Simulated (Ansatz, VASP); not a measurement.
**One calculation of Ag, two programs**

Contents of INCAR:

```
PREC = Accurate
ENCUT = 520
EDIFF = 1E-6
ISMEAR = 0
SIGMA = 0.1
LREAL = False
LASPH = True
NELM = 80
ALGO = Normal
ISIF = 2
LWAVE = False
LCHARG = False
GGA = CA
NBANDS = 30
```

File KPOINTS:

```
regular mesh
0
Gamma
  6 6 2
```

The input POSCAR:

```
Ag
1.0
    2.8861989086      0.0000000000      0.0000000000
   -1.4430994543      2.4995215753      0.0000000000
    0.0000000000      0.0000000000     10.0000000000
Ag
4
Direct
    0.3333333333      0.6666666667      0.2500000000
    0.6666666667      0.3333333333      0.7500000000
    0.0000000000      0.0000000000      0.0000000000
    0.0000000000      0.0000000000      0.5000000000
```

Input for Ansatz:

```yaml
crystal:
  lattice:
    - [2.8861989086, 0.0, 0.0]
    - [-1.4430994543, 2.4995215753, 0.0]
    - [0.0, 0.0, 10.0]
  atoms:
    - { symbol: Ag, position: [0.3333333333, 0.6666666667, 0.25] }
    - { symbol: Ag, position: [0.6666666667, 0.3333333333, 0.75] }
    - { symbol: Ag, position: [0.0, 0.0, 0.0] }
    - { symbol: Ag, position: [0.0, 0.0, 0.5] }
basis:
  ecutwfc: 420
kpoints:
  mp_grid: { grid: [6, 6, 2] }
hamiltonian:
  xc: lda
scf:
  occupations: { method: gaussian, width: 0.1 }
output:
  forces: true
  stress: true
  eigenvalues: true
```

Alike in both runs: task single point; functional LDA; k mesh 6 × 6 × 2; occupations gaussian, width 0.1 eV; no spin polarisation.

```csv
,VASP,Ansatz
version,VASP 6.6.1,Ansatz 0.2.0
potentials or method,"VASP PAW LDA potentials, release 64 (Ag), cutoff 520 eV","scalar-relativistic, plane waves, PAW"
valence electrons in the cell,44,76
```

|  | VASP | Ansatz | Ansatz less VASP |
| --- | --- | --- | --- |
| gap on the k mesh at the Fermi level (eV) | none | none | - |
| pressure (GPa) | -10.5 | -10.7 | -0.15 |
| traceless stress, the component that is largest in VASP (GPa) | -6.07 | -6.05 | +0.016 |

LDA's correlation is that of Perdew and Zunger in VASP and of Perdew and Wang (1992) in Ansatz. A gap of «none» marks a metal or a gap that the smearing closes. VASP's potentials hold 44 valence electrons a cell and Ansatz's 76, so a difference there can come from the potentials and not from the codes.

The k mesh is coarse, so the values compare programs but aren't converged.
